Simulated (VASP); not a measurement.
Crystal: GaN.

```xyz
4
Lattice="3.1370 0.0000 0.0000 -1.5685 2.7167 0.0000 0.0000 0.0000 5.0962" Properties=species:S:1:pos:R:3 pbc="T T T"
Ga    1.5685    0.9056    2.5481
Ga    0.0000    1.8112    0.0000
N     1.5685    0.9056    4.4592
N     0.0000    1.8112    1.9111
```

Base run:

| Property | Result |
| --- | --- |
| Program | VASP 6.6.1 |
| Functional | r2SCAN |
| Dispersion | rVV10 |
| Potentials or basis | VASP PAW PBE potentials, release 64 (Ga_d, N) |
| Cutoff | 520 eV |
| k mesh | 10 × 10 × 5 |
| Occupations | fermi-dirac, width 0.05 eV |
| Spin | no spin polarisation |

Its results: band gap on the k mesh 2.62 eV, direct; pressure 9.9 GPa; largest force 0.154 eV/Å.

Problem. The run is repeated on the same cell with these changes: dispersion from rVV10 to D4. What comes out?

Solution. Band gap on the k mesh 2.66 eV, direct; pressure 9.1 GPa; largest force 0.155 eV/Å.

Caveats: the PAW data sets were made with another functional, which shifts forces and pressure a little.

